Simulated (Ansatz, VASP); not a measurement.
One calculation of Os, two programs

```
CELL_PARAMETERS angstrom
0.00000 2.77826 2.77826
2.77826 0.00000 2.77826
2.77826 2.77826 0.00000
ATOMIC_POSITIONS crystal
Os 0.12500 0.12500 0.12500
Os 0.87500 0.87500 0.87500
```

Alike in both runs: task single point; functional PBE; k mesh 11 × 11 × 11; occupations fermi-dirac, width 0.1 eV; no spin polarisation.

|  | VASP | Ansatz |
| --- | --- | --- |
| version | VASP 6.6.1 | Ansatz 0.2.0 |
| potentials or method | VASP PAW PBE potentials, release 64 (Os), cutoff 520 eV | plane waves (420 eV) with PAW, scalar-relativistic |
| valence electrons in the cell | 16 | 32 |

```tsv
	VASP	Ansatz	Ansatz less VASP
pressure (GPa)	-1.1	0.0	+1.13
```

VASP's potentials hold 16 valence electrons a cell and Ansatz's 32, so a difference there can come from the potentials and not from the codes.

Spin-orbit coupling is off throughout.
